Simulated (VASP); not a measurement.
Crystal: GaGe.

```
Ge Ga
1.0
     0.00000    2.89784    2.89784
     2.89784    0.00000    2.89784
     2.89784    2.89784    0.00000
Ge Ga
1 1
Direct
  0.00000 0.00000 0.00000
  0.25000 0.25000 0.25000
```

Program: VASP 6.6.1. Alike in all runs: task single point; potentials or basis VASP PAW PBE potentials, release 64 (Ge_d, Ga_d); no spin polarisation; cell as given; cutoff (eV) 520.

Task: Order these runs on this cell by their pressure, lowest first.
A. level PBEsol-based screened hybrid with 25 % exact exchange; k mesh 4 × 4 × 4; smearing fermi-dirac 0.05 eV; grid for exact exchange (PRECFOCK) Normal; share of exact exchange 0.25; screening parameter 0.207 1/Å
B. level PBE; k mesh 8 × 8 × 8; smearing gaussian 0.025 eV
C. level PBE-based global hybrid with 25 % exact exchange; k mesh 5 × 5 × 5; smearing fermi-dirac 0.05 eV; grid for exact exchange (PRECFOCK) Normal; share of exact exchange 0.25

Result: A (-3.6 GPa), C (-1.7 GPa), B (0.3 GPa).

Caveats: some runs use coarse meshes; the PAW data sets were made with another functional, which shifts forces and pressure a little (at least some runs).
